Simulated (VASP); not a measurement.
Set up this calculation in VASP 6.6.1, as the native input.

- Task: single point
- Functional: PBEsol
- Potentials or basis: VASP PAW PBE potentials, release 64 (W_sv)
- Cutoff: 520 eV
- k mesh: 12 × 12 × 12
- Occupations: fermi-dirac, width 0.05 eV
- Spin: no spin polarisation
- Dipole correction: no
- Further INCAR settings: ALGO = Fast; EDIFF = 1e-07; NBANDS = 13

The structure of W lies in POSCAR:

```
W
1.0
   -1.5448010000      1.6150760000      1.6310250000
    1.5711460000     -1.5452470000      1.5875410000
    1.5456960000      1.5461430000     -1.5611960000
W
1
Direct
    0.0109310000      0.0077030000      0.0229730000
```

This cell differs from its parent crystal: the cell strained at random.

These files were run (other wordings do the same):

INCAR

```
  PREC = Accurate
  ENCUT = 520
  EDIFF = 1E-7
  ISMEAR = -1
  SIGMA = 0.05
  LREAL = F
  LASPH = T
  NELM = 60
  ALGO = Fast
  ISIF = 2
  LWAVE = F
  LCHARG = F
  GGA = PS
  NBANDS = 13
```

KPOINTS

```
Automatic mesh
0
Gamma
  12 12 12
```

Potentials or basis: VASP PAW PBE potentials, release 64 (W_sv).

Launch:

```bash
$ cat potpaw_PBE.64/W_sv/POTCAR > POTCAR
$ mpirun -np 1 vasp_std > vasp.out
```

Results of the run:

```json
{
  "Pressure": "-2.1 GPa",
  "Band gap on the k mesh": "zero (band 7 reaches 15.90 eV, above the bottom of band 8 at 10.40 eV)"
}
```

Caveat: the cell differs from its parent crystal (the cell strained at random); the PAW data sets were made with another functional, which shifts forces and pressure a little; spin-orbit coupling is left out, which moves the levels of the heavy elements.

Wall time 56 s on 1 thread of Intel(R) Xeon(R) 6975P-C (Granite Rapids), on a shared host, peak memory 0.26 GiB.
